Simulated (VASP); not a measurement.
# NiO (zincblende type) (F-43m) in VASP: further runs

The runs below take NiO (zincblende type) through electric field gradients, with PBE.

Program: VASP 6.6.1. These are calculated values, not measurements. Logs are shortened: lines on timing, memory, paths and dates and some standing lists are left out, and cuts for length are marked.

## (1) The cell of the first run

It takes space group F-43m (No. 216, cubic). The conventional cell has a = 4.405 Å, b = 4.405 Å, c = 4.405 Å, α = 90.00°, β = 90.00°, γ = 90.00°. Within 2.5 Å of Ni (site symmetry -43m) lie 4 O at 1.91 Å. O (site symmetry -43m) has 4 Ni at 1.91 Å within 2.5 Å.

## (2) Electric field gradients, PBE, collinear spin, ferromagnetic start (volume scaled by 0.95)

INCAR

```
ALGO = Normal
EDIFF = 1E-8
ENCUT = 520
GGA = PE
ISIF = 2
ISMEAR = -1
ISPIN = 2
LASPH = T
LCHARG = F
LEFG = T
LMAXMIX = 4
LORBIT = 11
LREAL = F
LWAVE = F
MAGMOM = 1.5 0
NBANDS = 19
NELM = 150
PREC = Accurate
SIGMA = 0.03
```

KPOINTS

```
k-points
0
Gamma
  14 14 14
```

POSCAR

```
NiO
1.0
    0.0000000000      2.2027240222      2.2027240222
    2.2027240222      0.0000000000      2.2027240222
    2.2027240222      2.2027240222      0.0000000000
Ni O
1 1
Direct
    0.0000000000      0.0000000000      0.0000000000
    0.2500000000      0.2500000000      0.2500000000
```

Potentials or basis: VASP PAW PBE potentials, release 64 (Ni, O).

On the command line:

```
cat potpaw_PBE.64/Ni/POTCAR potpaw_PBE.64/O/POTCAR > POTCAR
mpirun -np 1 vasp_std > vasp.out
```

OUTCAR:

```text
EDIFF = 1E-8
   ENCUT = 520
   GGA = PE
   ISIF = 2
   ISMEAR = -1
   ISPIN = 2
   LASPH = T
   LORBIT = 11
   LREAL = F
   NELM = 150
   PREC = Accurate

 ion  position               nearest neighbor table
   1  0.000  0.000  0.000-   2 1.91   2 1.91   2 1.91   2 1.91
   2  0.250  0.250  0.250-   1 1.91   1 1.91   1 1.91   1 1.91

  LATTYP: Found a face centered cubic cell.
 ALAT       =     4.4054480444

  Lattice vectors:

 A1 = (   0.0000000000,   2.2027240222,   2.2027240222)
 A2 = (   2.2027240222,   0.0000000000,   2.2027240222)
 A3 = (   2.2027240222,   2.2027240222,   0.0000000000)

Analysis of symmetry for initial positions (statically):
=====================================================================
 Subroutine PRICEL returns:
 Original cell was already a primitive cell.

 Routine SETGRP: Setting up the symmetry group for a
 face centered cubic supercell.

 Subroutine GETGRP returns: Found 24 space group operations
 (whereof 24 operations were pure point group operations)
 out of a pool of 48 trial point group operations.

The static configuration has the point symmetry T_d .

Analysis of symmetry for dynamics (positions and initial velocities):
=====================================================================
 Subroutine PRICEL returns:
 Original cell was already a primitive cell.

 Routine SETGRP: Setting up the symmetry group for a
 face centered cubic supercell.

 Subroutine GETGRP returns: Found 24 space group operations
 (whereof 24 operations were pure point group operations)
 out of a pool of 48 trial point group operations.

The dynamic configuration has the point symmetry T_d .

Analysis of structural, dynamic, and magnetic symmetry:
=====================================================================
 Subroutine PRICEL returns:
 Original cell was already a primitive cell.

 Routine SETGRP: Setting up the symmetry group for a
 face centered cubic supercell.

 Subroutine GETGRP returns: Found 24 space group operations
 (whereof 24 operations were pure point group operations)
 out of a pool of 48 trial point group operations.

The overall configuration has the point symmetry T_d .

[... 151 lines left out ...]

 spin component 1

 k-point     1 :       0.0000    0.0000    0.0000
  band No.  band energies     occupation
      1     -14.1454      1.00000
      2      -0.0796      1.00000
      3      -0.0796      1.00000
      4      -0.0796      1.00000
      5       3.7490      1.00000
      6       3.7491      1.00000
[... 517 lines left out ...]
     18      33.4531      0.00000
     19      34.5754      0.00000

 [... further k-points ...]

 spin component 2

 k-point     1 :       0.0000    0.0000    0.0000
  band No.  band energies     occupation
      1     -13.5888      1.00000
      2       0.8547      1.00000
      3       0.8547      1.00000
      4       0.8547      1.00000
      5       4.7749      1.00000
      6       4.7750      1.00000
[... 517 lines left out ...]
     18      33.7030      0.00000
     19      34.8600      0.00000

 [... further k-points ...]
[... 5 lines left out ...]
  --------------------------------------------------------------------------------------
  -------------------------------------------------------------------------------------
  Total        1.1066491      1.1066491      1.1066491     -0.0000000      0.0000000      0.0000000
  in kB       82.9488289     82.9488289     82.9488289     -0.0000000      0.0000000      0.0000000
  external PRESSURE =      82.9488289 kB  Pullay stress =       0.0000000 kB

 VOLUME and BASIS-vectors are now :
 -----------------------------------------------------------------------------
  energy-cutoff  :      520.00
  volume of cell :       21.38
      direct lattice vectors                 reciprocal lattice vectors
     0.000000000  2.202724022  2.202724022    -0.226991668  0.226991668  0.226991668
     2.202724022  0.000000000  2.202724022     0.226991668 -0.226991668  0.226991668
     2.202724022  2.202724022  0.000000000     0.226991668  0.226991668 -0.226991668

 POSITION                                       TOTAL-FORCE (eV/Angst)
 -----------------------------------------------------------------------------------
      0.00000      0.00000      0.00000         0.000000      0.000000      0.000000
      1.10136      1.10136      1.10136        -0.000000     -0.000000     -0.000000
 -----------------------------------------------------------------------------------
    total drift:                                0.000000      0.000000      0.000001

  FREE ENERGIE OF THE ION-ELECTRON SYSTEM (eV)
  ---------------------------------------------------
  free  energy   TOTEN  =       -11.5685086442 eV

  energy  without entropy=      -11.5634608327  energy(sigma->0) =      -11.56598474

 Electric field gradients (V/A^2)
---------------------------------------------------------------------
 ion       V_xx      V_yy      V_zz      V_xy      V_xz      V_yz
---------------------------------------------------------------------
   1       0.000    -0.000     0.000     0.001     0.001     0.001
   2      -0.000     0.000     0.000    -0.001    -0.001    -0.001
---------------------------------------------------------------------

 Electric field gradients after diagonalization (V/A^2)
 (convention: |V_zz| > |V_xx| > |V_yy|)
----------------------------------------------------------------------
 ion       V_xx      V_yy      V_zz     asymmetry (V_yy - V_xx)/ V_zz
----------------------------------------------------------------------
   1      -0.001    -0.001     0.002       0.000
   2       0.001     0.001    -0.001       0.000
----------------------------------------------------------------------

           NMR quadrupolar parameters

 Cq : quadrupolar parameter    Cq=e*Q*V_zz/h
 eta: asymmetry parameters     (V_yy - V_xx)/ V_zz
 Q  : nuclear electric quadrupole moment in mb (millibarn)
----------------------------------------------------------------------
 ion       Cq(MHz)       eta       Q (mb)
----------------------------------------------------------------------
   1       0.000       0.000       1.000
   2      -0.000       0.000       1.000
----------------------------------------------------------------------

 total charge

# of ion       s       p       d       tot
------------------------------------------
    1        0.399   0.529   8.279   9.207
    2        1.557   3.440   0.000   4.997
--------------------------------------------------
tot          1.956   3.968   8.279  14.204

 magnetization (x)

# of ion       s       p       d       tot
------------------------------------------
    1        0.003   0.042   1.374   1.419
    2        0.016   0.320   0.000   0.336
--------------------------------------------------
tot          0.019   0.361   1.374   1.754
```

OSZICAR:

```text
N       E                     dE             d eps       ncg     rms          rms(c)
DAV:   1     0.882488024536E+02    0.88249E+02   -0.70503E+03  8344   0.100E+03
DAV:   2    -0.859764768514E+01   -0.96846E+02   -0.84442E+02  8166   0.235E+02
DAV:   3    -0.143833612999E+02   -0.57857E+01   -0.55855E+01  9154   0.592E+01
DAV:   4    -0.144403072630E+02   -0.56946E-01   -0.56901E-01  8718   0.567E+00
DAV:   5    -0.144413377610E+02   -0.10305E-02   -0.10304E-02  8820   0.780E-01    0.183E+01
DAV:   6    -0.134989071768E+02    0.94243E+00   -0.19451E+01  9101   0.746E+01    0.234E+01
DAV:   7    -0.115987127596E+02    0.19002E+01   -0.84124E+00  9198   0.595E+01    0.737E+00
DAV:   8    -0.115763777822E+02    0.22335E-01   -0.28212E-01  9030   0.511E+00    0.388E+00
DAV:   9    -0.115688173266E+02    0.75605E-02   -0.35067E-02 10906   0.256E+00    0.989E-01
DAV:  10    -0.115686198924E+02    0.19743E-03   -0.37456E-03  9774   0.732E-01    0.261E-01
DAV:  11    -0.115684587751E+02    0.16112E-03   -0.16921E-03 10249   0.689E-01    0.455E-02
DAV:  12    -0.115684912134E+02   -0.32438E-04   -0.16774E-04  8278   0.117E-01    0.447E-02
DAV:  13    -0.115685162845E+02   -0.25071E-04   -0.43242E-05  8564   0.906E-02    0.253E-02
DAV:  14    -0.115685078648E+02    0.84197E-05   -0.57444E-06  9906   0.265E-02    0.754E-03
DAV:  15    -0.115685087483E+02   -0.88344E-06   -0.15841E-06  8564   0.128E-02    0.665E-03
DAV:  16    -0.115685086155E+02    0.13277E-06   -0.77005E-07  9802   0.152E-02    0.308E-03
DAV:  17    -0.115685086377E+02   -0.22208E-07   -0.11147E-07  8736   0.363E-03    0.168E-03
DAV:  18    -0.115685086442E+02   -0.64529E-08   -0.32207E-08  7938   0.278E-03
   1 F= -.11568509E+02 E0= -.11565985E+02  d E =-.504781E-02  mag=     1.8056
```

Wall time 43 s (1 thread of Intel Xeon Platinum 8488C (Sapphire Rapids), shared host); peak memory 0.19 GiB.

What came out:

* Free energy: -11.5685 eV
* Pressure: 8.3 GPa
* Net moment: 1.81 μB per cell
* Site moments: Ni +1.42; O +0.34 μB
* Valence electrons inside the program's atomic spheres: Ni 9.21; O 5.00

Caveat: without QUAD_EFG the Cq values of the log hold for a quadrupole moment of 1 mb, not for the nuclei; a cell with one magnetic atom can't hold antiferromagnetic order, which such compounds often take; semilocal functionals often make such compounds metallic where correlation or magnetic order opens a gap, which also shifts bond lengths.

## (3) Electric field gradients, PBE, collinear spin, ferromagnetic start (volume scaled by 0.975)

INCAR

```
SYSTEM = NiO
  PREC = Accurate
  ENCUT = 520
  EDIFF = 1E-8
  ISMEAR = -1
  SIGMA = 0.03
  LREAL = .FALSE.
  LASPH = .TRUE.
  NELM = 150
  ALGO = Normal
  ISIF = 2
  LWAVE = .FALSE.
  LCHARG = .FALSE.
  ISPIN = 2
  MAGMOM = 1.5 0
  LORBIT = 11
  LMAXMIX = 4
  GGA = PE
  LEFG = .TRUE.
  NBANDS = 19
```

KPOINTS

```
Automatic mesh
0
G
  14 14 14
  0 0 0
```

POSCAR

```
NiO
1.0
    0.0000000000      2.2218791056      2.2218791056
    2.2218791056      0.0000000000      2.2218791056
    2.2218791056      2.2218791056      0.0000000000
Ni O
1 1
Direct
    0.0000000000      0.0000000000      0.0000000000
    0.2500000000      0.2500000000      0.2500000000
```

Potentials or basis: VASP PAW PBE potentials, release 64 (Ni, O).

On the command line:

```
cat potpaw_PBE.64/Ni/POTCAR potpaw_PBE.64/O/POTCAR > POTCAR
mpirun -np 1 vasp_std > vasp.out
```

OUTCAR:

```text
SYSTEM = NiO
   PREC = Accurate
   ENCUT = 520
   EDIFF = 1E-8
   ISMEAR = -1
   LREAL = .FALSE.
   LASPH = .TRUE.
   NELM = 150
   ISIF = 2
   ISPIN = 2
   LORBIT = 11
   GGA = PE

 ion  position               nearest neighbor table
   1  0.000  0.000  0.000-   2 1.92   2 1.92   2 1.92   2 1.92
   2  0.250  0.250  0.250-   1 1.92   1 1.92   1 1.92   1 1.92

  LATTYP: Found a face centered cubic cell.
 ALAT       =     4.4437582112

  Lattice vectors:

 A1 = (   0.0000000000,   2.2218791056,   2.2218791056)
 A2 = (   2.2218791056,   0.0000000000,   2.2218791056)
 A3 = (   2.2218791056,   2.2218791056,   0.0000000000)

Analysis of symmetry for initial positions (statically):
=====================================================================
 Subroutine PRICEL returns:
 Original cell was already a primitive cell.

 Routine SETGRP: Setting up the symmetry group for a
 face centered cubic supercell.

 Subroutine GETGRP returns: Found 24 space group operations
 (whereof 24 operations were pure point group operations)
[... 1272 lines left out ...]
    total drift:                                0.000001      0.000001      0.000001

  FREE ENERGIE OF THE ION-ELECTRON SYSTEM (eV)
  ---------------------------------------------------
  free  energy   TOTEN  =       -11.5904487821 eV

  energy  without entropy=      -11.5853265705  energy(sigma->0) =      -11.58788768

 Electric field gradients (V/A^2)
---------------------------------------------------------------------
 ion       V_xx      V_yy      V_zz      V_xy      V_xz      V_yz
---------------------------------------------------------------------
   1      -0.000     0.000    -0.000     0.002     0.002     0.002
   2       0.000    -0.000     0.000     0.000     0.000     0.000
---------------------------------------------------------------------

 Electric field gradients after diagonalization (V/A^2)
 (convention: |V_zz| > |V_xx| > |V_yy|)
----------------------------------------------------------------------
 ion       V_xx      V_yy      V_zz     asymmetry (V_yy - V_xx)/ V_zz
----------------------------------------------------------------------
   1      -0.002    -0.002     0.003       0.000
   2      -0.000    -0.000     0.000       0.000
----------------------------------------------------------------------

           NMR quadrupolar parameters

 Cq : quadrupolar parameter    Cq=e*Q*V_zz/h
 eta: asymmetry parameters     (V_yy - V_xx)/ V_zz
 Q  : nuclear electric quadrupole moment in mb (millibarn)
----------------------------------------------------------------------
 ion       Cq(MHz)       eta       Q (mb)
----------------------------------------------------------------------
   1       0.000       0.000       1.000
   2       0.000       0.000       1.000
----------------------------------------------------------------------

 total charge

# of ion       s       p       d       tot
------------------------------------------
    1        0.389   0.503   8.259   9.151
    2        1.557   3.428   0.000   4.985
--------------------------------------------------
tot          1.946   3.931   8.259  14.136

 magnetization (x)

# of ion       s       p       d       tot
------------------------------------------
    1        0.004   0.041   1.416   1.460
    2        0.016   0.332   0.000   0.348
--------------------------------------------------
tot          0.020   0.372   1.416   1.808
```

OSZICAR:

```text
N       E                     dE             d eps       ncg     rms          rms(c)
DAV:   1     0.916286548888E+02    0.91629E+02   -0.70909E+03  8187   0.989E+02
DAV:   2    -0.815260600500E+01   -0.99781E+02   -0.86582E+02  8144   0.237E+02
DAV:   3    -0.144152949748E+02   -0.62627E+01   -0.60153E+01  9175   0.610E+01
DAV:   4    -0.144807012399E+02   -0.65406E-01   -0.65350E-01  8672   0.602E+00
DAV:   5    -0.144818869403E+02   -0.11857E-02   -0.11856E-02  8890   0.826E-01    0.178E+01
DAV:   6    -0.136410695473E+02    0.84082E+00   -0.20351E+01  9126   0.746E+01    0.238E+01
DAV:   7    -0.116216511054E+02    0.20194E+01   -0.90434E+00  9244   0.603E+01    0.716E+00
DAV:   8    -0.115989724489E+02    0.22679E-01   -0.30745E-01  9168   0.550E+00    0.375E+00
DAV:   9    -0.115906720860E+02    0.83004E-02   -0.44603E-02 10963   0.300E+00    0.107E+00
DAV:  10    -0.115907450904E+02   -0.73004E-04   -0.51979E-03  9739   0.877E-01    0.331E-01
DAV:  11    -0.115903934574E+02    0.35163E-03   -0.28572E-03 10387   0.908E-01    0.599E-02
DAV:  12    -0.115904264565E+02   -0.32999E-04   -0.29544E-04  8235   0.165E-01    0.438E-02
DAV:  13    -0.115904591678E+02   -0.32711E-04   -0.57701E-05  8534   0.769E-02    0.257E-02
DAV:  14    -0.115904475022E+02    0.11666E-04   -0.11971E-05 10726   0.474E-02    0.770E-03
DAV:  15    -0.115904490770E+02   -0.15748E-05   -0.34647E-06  8476   0.149E-02    0.965E-03
DAV:  16    -0.115904487611E+02    0.31582E-06   -0.15510E-06  9764   0.218E-02    0.367E-03
DAV:  17    -0.115904487855E+02   -0.24329E-07   -0.20850E-07  8516   0.490E-03    0.180E-03
DAV:  18    -0.115904487821E+02    0.33276E-08   -0.38850E-08  8409   0.265E-03
   1 F= -.11590449E+02 E0= -.11587888E+02  d E =-.512221E-02  mag=     1.8616
```

stdout:

```text
POSCAR found type information on POSCAR NiO
 POSCAR found :  2 types and       2 ions
 scaLAPACK will be used
 LDA part: xc-table for (Slater+PW92), standard interpolation
 POSCAR, INCAR and KPOINTS ok, starting setup
 FFT: planning ... GRIDC
 FFT: planning ... GRID_SOFT
 FFT: planning ... GRID
 WAVECAR not read
 entering main loop
ion   1

ion   2
```

It took 44 s on 1 thread of Intel Xeon Platinum 8488C (Sapphire Rapids), shared host; peak memory 0.19 GiB.

Results:

* Free energy: -11.5904 eV
* Pressure: 3.9 GPa
* Net moment: 1.86 μB per cell
* Site moments: Ni +1.46; O +0.35 μB
* Valence electrons inside the program's atomic spheres: Ni 9.15; O 4.99

Levels at points of the mesh, in eV from the Fermi level:
Spin up:
```tsv
k point	band 5	band 6	band 7	band 8	band 9	band 10	band 11	band 12	band 13	band 14
(0.00, 0.00, 0.00)	-2.45	-2.45	0.23	0.23	0.23	0.48	14.46	14.46	14.46	20.94
(0.50, 0.00, 0.00)	-2.56	-2.37	-2.37	-0.62	-0.62	5.98	7.42	13.96	13.96	17.99
(0.50, 0.50, 0.00)	-3.16	-2.16	-1.85	-1.85	-1.76	5.45	10.22	11.28	14.79	14.79
```
Spin down:
```csv
k point,band 4,band 5,band 6,band 7,band 8,band 9,band 10,band 11
"(0.00, 0.00, 0.00)",-5.17,-1.40,-1.40,0.78,1.79,1.79,1.79,14.72
"(0.50, 0.00, 0.00)",-4.92,-1.19,-1.19,-0.79,0.86,0.86,6.28,7.91
"(0.50, 0.50, 0.00)",-4.56,-1.62,-1.08,-0.76,-0.13,-0.13,5.93,10.82
```

Caveat: without QUAD_EFG the Cq values of the log hold for a quadrupole moment of 1 mb, not for the nuclei; a cell with one magnetic atom can't hold antiferromagnetic order, which such compounds often take; semilocal functionals often make such compounds metallic where correlation or magnetic order opens a gap, which also shifts bond lengths.
